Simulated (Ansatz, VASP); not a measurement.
AlN: VASP beside Ansatz

```xyz
8
Lattice="-3.1136 0.0000 0.0000 0.0000 5.3928 0.0000 1.5568 -2.6964 -4.9834" Properties=species:S:1:pos:R:3 pbc="T T T"
Al   -1.5568   -0.9183   -4.9758
Al    0.0000    1.7781   -4.9758
Al    0.0000    3.6147   -2.4842
Al   -1.5568    0.9183   -2.4842
N    -1.5568   -0.9408   -3.0723
N     0.0000    1.7556   -3.0723
N     0.0000    3.6372   -0.5806
N    -1.5568    0.9408   -0.5806
```

Change from the starting cell: mode 4 frozen in at +0.000 Å and mode 15 at -0.042 Å (largest displacements).

Alike in both runs: task single point; functional PBEsol; k mesh 8 × 8 × 8; occupations gaussian, width 0.05 eV; no spin polarisation.

|  | VASP | Ansatz |
| --- | --- | --- |
| version | VASP 6.6.1 | Ansatz 0.2.0 |
| potentials or method | VASP PAW PBE potentials, release 64 (Al, N), cutoff 520 eV | scalar-relativistic, plane waves, PAW |
| valence electrons in the cell | 32 | 32 |

```csv
,VASP,Ansatz,Ansatz less VASP
gap on the k mesh at the Fermi level (eV),4.10,4.08,-0.016
least direct gap on the mesh (eV),4.10,4.08,-0.016
pressure (GPa),0.5,0.5,-0.02
"traceless stress, the component that is largest in VASP (GPa)",4.70,4.63,-0.065
rms of the force components (eV/Å),0.454,0.450,-0.0040
```

VASP's potentials were made for PBE, not for PBEsol, and Ansatz warns of the same on its side. Atom by atom the forces differ by 0.004 eV/Å (rms over components). With one functional, cell and mesh, what is left measures potentials, basis and numerics.
